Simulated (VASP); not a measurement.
Input of a VASP 6.6.1 run:

Contents of INCAR:

```
SYSTEM = BaTiO3
PREC = Accurate
ENCUT = 520
EDIFF = 1E-6
ISMEAR = 0
SIGMA = 0.01
LREAL = .FALSE.
LASPH = .TRUE.
NELM = 150
ALGO = Normal
ISIF = 2
LWAVE = .FALSE.
LCHARG = .FALSE.
LMAXMIX = 4
LDAU = .TRUE.
LDAUTYPE = 2
LDAUL = -1 2 -1
LDAUU = 0 5 0
LDAUJ = 0 0 0
LDAUPRINT = 1
GGA = PS
IVDW = 13
NBANDS = 28
```

Contents of KPOINTS:

```
regular mesh
0
G
  6 6 6
  0 0 0
```

Contents of POSCAR:

```
BaTiO3
1.0
    2.8273670000      1.6323810000      2.3183930000
   -2.8273670000      1.6323810000      2.3183930000
    0.0000000000     -3.2647620000      2.3183930000
Ba Ti O
1 1 3
Direct
    0.0000000000      0.0000000000      0.0000000000
    0.4845000000      0.4845000000      0.4845000000
    0.5086000000      0.5086000000      0.0175000000
    0.0175000000      0.5086000000      0.5086000000
    0.5086000000      0.0175000000      0.5086000000
```

Potentials or basis: VASP PAW PBE potentials, release 64 (Ba_sv, Ti_sv, O).

Launch:

```sh
$ cat potpaw_PBE.64/Ba_sv/POTCAR potpaw_PBE.64/Ti_sv/POTCAR potpaw_PBE.64/O/POTCAR > POTCAR
$ mpirun -np 1 vasp_std > vasp.out
```

Question: Predict the largest force.

Answer: 1.455 eV/Å.

Question: Predict the band gap on the k mesh.

Answer: 2.86 eV, indirect (least direct gap 3.27 eV).

Question: Predict the dispersion energy per atom.

Answer: -0.125 eV.

Forces in eV/Å, atoms in the order of the input:
```
Ba   0.000  0.000 -0.157
Ti   0.000  0.000  1.455
O    0.000  0.681 -0.433
O   -0.590 -0.341 -0.433
O    0.590 -0.341 -0.433
```

Caveat: the PAW data sets were made with another functional, which shifts forces and pressure a little; spin-orbit coupling is left out, which moves the levels of the heavy elements. A k mesh can miss the band edges.
